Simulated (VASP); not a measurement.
# AlCu3 (I4mm) in VASP: single point with PBEsol

Aim: the single point of AlCu3 with PBEsol.

All numbers are computed with VASP 6.6.1; they aren't measurements. Logs are shortened: lines on timing, memory, paths and dates and some standing lists are left out, and cuts for length are marked.

### 1 The cell of the first run

The structure is tetragonal, space group I4mm (No. 107). The conventional cell has a = 3.935 Å, b = 3.935 Å, c = 6.170 Å, α = 90.00°, β = 90.00°, γ = 90.00°. Al (site symmetry 4mm) has 14 Cu at 2.48 to 3.34 Å within 3.4 Å. Within 3.1 Å of Cu (site symmetry 4mm) lie 8 Cu at 2.37 to 2.65 Å and 5 Al at 2.79 to 2.83 Å. Within 3.1 Å of Cu (site symmetry 2mm) lie 10 Cu at 2.37 to 3.09 Å and 4 Al at 2.48 to 2.52 Å.

### 2 Single point, PBEsol (atoms displaced along a vibrational mode, the cell strained)

Contents of INCAR:

```
SYSTEM = AlCu3
  PREC = Accurate
  ENCUT = 520
  EDIFF = 1E-7
  ISMEAR = 0
  SIGMA = 0.15
  LREAL = .FALSE.
  LASPH = .TRUE.
  NELM = 100
  ALGO = Fast
  ISIF = 2
  LWAVE = .FALSE.
  LCHARG = .TRUE.
  GGA = PS
  LELF = .TRUE.
  LVHAR = .TRUE.
  NBANDS = 26
```

Contents of KPOINTS:

```
Automatic mesh
0
G
  12 12 12
  0 0 0
```

Contents of POSCAR:

```
AlCu3
1.0
    0.0000000000      2.7824515428      3.0852053376
    2.7824515428      0.0000000000      3.0852053376
    2.7824515428      2.7824515428      0.0000000000
Al Cu
1 3
Direct
    0.0147264337      0.0147264337     -0.0147264337
    0.4732951324      0.4732951324      0.5267048676
    0.2602260227      0.2602260227      0.2397739773
    0.7602260227      0.7602260227      0.7397739773
```

Potentials or basis: VASP PAW PBE potentials, release 64 (Al, Cu).

Run with:

```
$ cat potpaw_PBE.64/Al/POTCAR potpaw_PBE.64/Cu/POTCAR > POTCAR
$ mpirun -np 1 vasp_std > vasp.out
```

OUTCAR:

```text
SYSTEM = AlCu3
   PREC = Accurate
   ENCUT = 520
   EDIFF = 1E-7
   ISMEAR = 0
   LREAL = .FALSE.
   LASPH = .TRUE.
   NELM = 100
   ISIF = 2
   GGA = PS

 ion  position               nearest neighbor table
   1  0.015  0.015  0.985-   4 2.48   4 2.48   3 2.48   3 2.48   4 2.52   4 2.52   3 2.52   3 2.52
                             2 2.79   2 2.79   2 2.79   2 2.79   2 2.83
   2  0.473  0.473  0.527-   3 2.37   4 2.37   4 2.37   3 2.37   4 2.65   3 2.65   3 2.65   4 2.65
                             1 2.79   1 2.79   1 2.79   1 2.79   1 2.83
   3  0.260  0.260  0.240-   2 2.37   2 2.37   1 2.48   1 2.48   1 2.52   1 2.52   2 2.65   2 2.65
                             4 2.78   4 2.78   4 2.78   4 2.78
   4  0.760  0.760  0.740-   2 2.37   2 2.37   1 2.48   1 2.48   1 2.52   1 2.52   2 2.65   2 2.65
                             3 2.78   3 2.78   3 2.78   3 2.78

  LATTYP: Found a body centered tetragonal cell.
 ALAT       =     3.9349807085
 C/A-ratio  =     1.5680917220

  Lattice vectors:

 A1 = (  -2.7824515428,   0.0000000000,   3.0852053376)
 A2 = (   2.7824515428,   0.0000000000,   3.0852053376)
 A3 = (   0.0000000000,   2.7824515428,  -3.0852053376)

Analysis of symmetry for initial positions (statically):
=====================================================================
 Subroutine PRICEL returns:
 Original cell was already a primitive cell.

 Routine SETGRP: Setting up the symmetry group for a
 body centered tetragonal supercell.

 Subroutine GETGRP returns: Found  8 space group operations
 (whereof  8 operations were pure point group operations)
 out of a pool of 16 trial point group operations.

The static configuration has the point symmetry C_4v.

Analysis of symmetry for dynamics (positions and initial velocities):
=====================================================================
 Subroutine PRICEL returns:
 Original cell was already a primitive cell.

 Routine SETGRP: Setting up the symmetry group for a
 body centered tetragonal supercell.

 Subroutine GETGRP returns: Found  8 space group operations
 (whereof  8 operations were pure point group operations)
 out of a pool of 16 trial point group operations.

The dynamic configuration has the point symmetry C_4v.

 Subroutine INISYM returns: Found  8 space group operations
 (whereof  8 operations are pure point group operations),
 and found     1 'primitive' translations

----------------------------------------------------------------------------------------

                                     Primitive cell

  volume of cell :      47.7715

  direct lattice vectors                    reciprocal lattice vectors
     0.000000000  2.782451543  3.085205338    -0.179697649  0.179697649  0.162063767
     2.782451543  0.000000000  3.085205338     0.179697649 -0.179697649  0.162063767
     2.782451543  2.782451543  0.000000000     0.179697649  0.179697649 -0.162063767

  length of vectors
     4.154579228  4.154579228  3.934980708     0.301408617  0.301408617  0.301408617

  position of ions in fractional coordinates (direct lattice)
     0.014726434  0.014726434  0.985273566
     0.473295132  0.473295132  0.526704868
     0.260226023  0.260226023  0.239773977
     0.760226023  0.760226023  0.739773977

  ion indices of the primitive-cell ions
   primitive index   ion index
                 1           1
                 2           2
                 3           3
                 4           4

----------------------------------------------------------------------------------------

 KPOINTS: Automatic mesh

Automatic generation of k-mesh.
 Grid dimensions read from file:
 generate k-points for:   12   12   12

 Generating k-lattice:

  Cartesian coordinates                     Fractional coordinates (reciprocal lattice)
    -0.014974804  0.014974804  0.013505314     0.083333333  0.000000000  0.000000000
     0.014974804 -0.014974804  0.013505314     0.000000000  0.083333333  0.000000000
     0.014974804  0.014974804 -0.013505314     0.000000000  0.000000000  0.083333333

  Length of vectors
     0.025117385  0.025117385  0.025117385

  Shift w.r.t. Gamma in fractional coordinates (k-lattice)
     0.000000000  0.000000000  0.000000000

 Subroutine IBZKPT returns following result:
 ===========================================

 Found    163 irreducible k-points:

 Following reciprocal coordinates:
            Coordinates               Weight
  0.000000  0.000000  0.000000      1.000000
  0.083333 -0.000000  0.000000      8.000000
  0.166667 -0.000000  0.000000      8.000000
  0.250000 -0.000000  0.000000      8.000000
  0.333333 -0.000000  0.000000      8.000000
  0.416667 -0.000000  0.000000      8.000000
[... 16 lines left out ...]
  0.500000  0.166667  0.000000      8.000000
 -0.416667  0.166667  0.000000      8.000000
 [... further k-points ...]
   k-points           NKPTS =    163   k-points in BZ     NKDIM =    163   number of bands    NBANDS=     26
   number of dos      NEDOS =    301   number of ions     NIONS =      4
   total plane-waves  NPLWV =  30720
   dimension x,y,z NGX =    32 NGY =   32 NGZ =   30
   dimension x,y,z NGXF=    64 NGYF=   64 NGZF=   60
   ions per type =               1   3
   NGX,Y,Z   is equivalent  to a cutoff of  12.80, 12.80, 12.67 a.u.
   NGXF,Y,Z  is equivalent  to a cutoff of  25.61, 25.61, 25.35 a.u.
 SYSTEM =  AlCu3
   PREC   = accura    normal or accurate (medium, high low for compatibility)
   ISTART =      0    job   : 0-new  1-cont  2-samecut
   ICHARG =      2    charge: 1-file 2-atom 10-const
   ISPIN  =      1    spin polarized calculation?
   LNONCOLLINEAR =      F non collinear calculations
   LSORBIT =      F    spin-orbit coupling
   LASPH  =      T    aspherical Exc in radial PAW
   ENCUT  =  520.0 eV  38.22 Ry    6.18 a.u.   7.72  7.72  7.32*2*pi/ulx,y,z
   NELM   =    100;   NELMIN=  2; NELMDL= -5     # of ELM steps
   EDIFF  = 0.1E-06   stopping-criterion for ELM
   LREAL  =      F    real-space projection
   EDIFFG = 0.1E-05   stopping-criterion for IOM
   NSW    =      0    number of steps for IOM
   IBRION =     -1    ionic relax: 0-MD 1-quasi-New 2-CG
   NFREE  =      0    steps in history (QN), initial steepest desc. (CG)
   ISIF   =      2    stress and relaxation
   ISYM   =      2    0-nonsym 1-usesym 2-fastsym
   POTIM  = 0.5000    time-step for ionic-motion
   TEBEG  =    0.0;   TEEND  =   0.0 temperature during run
   PSTRESS=    0.0 pullay stress
   NELECT =      36.0000    total number of electrons
   NUPDOWN=      -1.0000    fix difference up-down
   EMIN   =  10.00;   EMAX   =-10.00  energy-range for DOS
   EFERMI =   0.00;   METHOD = LEGACY
   ISMEAR =     0;   SIGMA  =   0.15  broadening in eV -4-tet -1-fermi 0-gaus
   EFERMI_NEDOS =   21; number of points for ismear=-14 and -15
   IALGO  =     68    algorithm
   IMIX   =      4    mixing-type and parameters
     AMIX     =   0.40;   BMIX     =  1.00
     AMIX_MAG =   1.60;   BMIX_MAG =  1.00
  volume/ion in A,a.u.               =      11.94        80.59
  Fermi-wavevector in a.u.,A,eV,Ry     =   1.489770  2.815257 30.196971  2.219415
  Thomas-Fermi vector in A             =   2.602636
   LORBIT       =      0    0 simple, 1 ext, 2 COOP (PROOUT), +10 PAW based schemes
   GGA     = PS    functional components
   LHFCALC =     F    Hartree Fock is set to
   AEXX    =    0.0000 exact exchange contribution
   IVDW    =     0    specifies the selected vdW correction
   LEPSILON=     F    determine dielectric tensor
   LRPA    =     F    only Hartree local field effects (RPA)
 non-spin polarized calculation
 RMM-DIIS sequential band-by-band and
 Gauss-broadening in eV      SIGMA  =   0.15
  energy-cutoff  :      520.00
  volume of cell :       47.77
 maximum number of plane-waves:      1302
   NGX = 15   NGY = 15   NGZ = 15

 number of electron      35.9999994 magnetization

 Free energy of the ion-electron system (eV)
  ---------------------------------------------------
  ext. energy  EPLUGINS =         0.00000000
  ---------------------------------------------------
  free energy    TOTEN  =       -17.55340733 eV

  energy without entropy =      -17.53971047  energy(sigma->0) =      -17.54655890

 E-fermi :   8.6828     XC(G=0): -12.5066

 val. band max:        8.6761095472   @ k =  -0.0833   0.3333   0.2500
 cond. band min:       8.6921597384   @ k =   0.3333   0.2500   0.0833
 fundamental gap:      0.0160501912
 Fermi energy:         8.6827528829

 k-point     1 :       0.0000    0.0000    0.0000
  band No.  band energies     occupation
      1      -2.0546      2.00000
      2       3.6465      2.00000
      3       3.8689      2.00000
      4       4.0213      2.00000
      5       4.0214      2.00000
      6       4.0350      2.00000
[... 18 lines left out ...]
     25      15.4680      0.00000
     26      16.7014      0.00000

 k-point     2 :       0.0833   -0.0000    0.0000
  band No.  band energies     occupation
      1      -1.9572      2.00000
      2       3.6465      2.00000
      3       3.8510      2.00000
      4       3.9802      2.00000
      5       4.0762      2.00000
      6       4.0791      2.00000
[... 18 lines left out ...]
     25      16.0154      0.00000
     26      16.2383      0.00000

 k-point     3 :       0.1667   -0.0000    0.0000
  band No.  band energies     occupation
      1      -1.6674      2.00000
      2       3.6390      2.00000
      3       3.8438      2.00000
      4       3.8925      2.00000
      5       4.1764      2.00000
      6       4.1848      2.00000
[... 572 lines left out ...]
 k-point    23 :       0.5000    0.1667    0.0000
  band No.  band energies     occupation
      1       0.6328      2.00000
      2       2.2151      2.00000
      3       3.5844      2.00000
      4       4.1583      2.00000
      5       4.1646      2.00000
      6       4.3472      2.00000
[... 18 lines left out ...]
     25      18.9793      0.00000
     26      20.3098      0.00000

 k-point    24 :      -0.4167    0.1667    0.0000
  band No.  band energies     occupation
      1       1.1133      2.00000
      2       1.7530      2.00000
      3       3.5897      2.00000
      4       4.1315      2.00000
      5       4.1728      2.00000
      6       4.3673      2.00000
[... 18 lines left out ...]
     25      18.2494      0.00000
     26      19.3377      0.00000

 [... further k-points ...]

------------------------ aborting loop because EDIFF is reached ----------------------------------------

  FORCE on cell =-STRESS in cart. coord.  units (eV):
  Direction    XX          YY          ZZ          XY          YZ          ZX
  --------------------------------------------------------------------------------------
  -------------------------------------------------------------------------------------
  Total        1.1543476      1.1543476      0.9360859      0.0000000      0.0000000      0.0000000
  in kB       38.7148799     38.7148799     31.3947462      0.0000000      0.0000000      0.0000000
  external PRESSURE =      36.2748353 kB  Pullay stress =       0.0000000 kB

 VOLUME and BASIS-vectors are now :
 -----------------------------------------------------------------------------
  energy-cutoff  :      520.00
  volume of cell :       47.77
      direct lattice vectors                 reciprocal lattice vectors
     0.000000000  2.782451543  3.085205338    -0.179697649  0.179697649  0.162063767
     2.782451543  0.000000000  3.085205338     0.179697649 -0.179697649  0.162063767
     2.782451543  2.782451543  0.000000000     0.179697649  0.179697649 -0.162063767

 POSITION                                       TOTAL-FORCE (eV/Angst)
 -----------------------------------------------------------------------------------
      2.78245      2.78245      0.09087         0.000000      0.000000     -0.271345
      2.78245      2.78245      2.92043         0.000000      0.000000      1.563714
      1.39123      1.39123      1.60570         0.000000      0.000000     -0.646184
      4.17368      4.17368      4.69091        -0.000000     -0.000000     -0.646184
 -----------------------------------------------------------------------------------
    total drift:                                0.000050      0.000050     -0.000247

  FREE ENERGIE OF THE ION-ELECTRON SYSTEM (eV)
  ---------------------------------------------------
  free  energy   TOTEN  =       -17.5534073295 eV

  energy  without entropy=      -17.5397104671  energy(sigma->0) =      -17.54655890
```

Wall time 7.3 min (1 thread of AMD EPYC 7R13, shared host); peak memory 0.27 GiB.

Results:

| Item | Value |
| --- | --- |
| Free energy | -17.5534 eV |
| Pressure | 3.6 GPa |
| Largest force | 1.564 eV/Å |
| Band gap on the k mesh | zero (bands 18 and 19 overlap by 5.34 eV) |

Forces in eV/Å, atoms in the order of the input:
```
Al   0.000  0.000 -0.271
Cu   0.000  0.000  1.564
Cu   0.000  0.000 -0.646
Cu   0.000  0.000 -0.646
```

Levels at points of the mesh, in eV from the Fermi level:
```
           k point  band 16  band 17  band 18  band 19  band 20  band 21
(0.00, 0.00, 0.00)    -2.55     3.43     3.43     3.63     3.91     4.23
(0.50, 0.00, 0.00)    -2.46    -2.20     1.65     2.52     2.98     3.50
(0.50, 0.50, 0.00)    -2.46    -2.26    -1.70    -1.70     2.66     3.07
(0.50, 0.00, 0.50)    -2.35    -2.34    -2.01    -1.91     1.64     2.01
```

Caveat: the cell differs from its parent crystal (atoms displaced along a vibrational mode, the cell strained); the cell stands under pressure; the PAW data sets were made with another functional, which shifts forces and pressure a little.
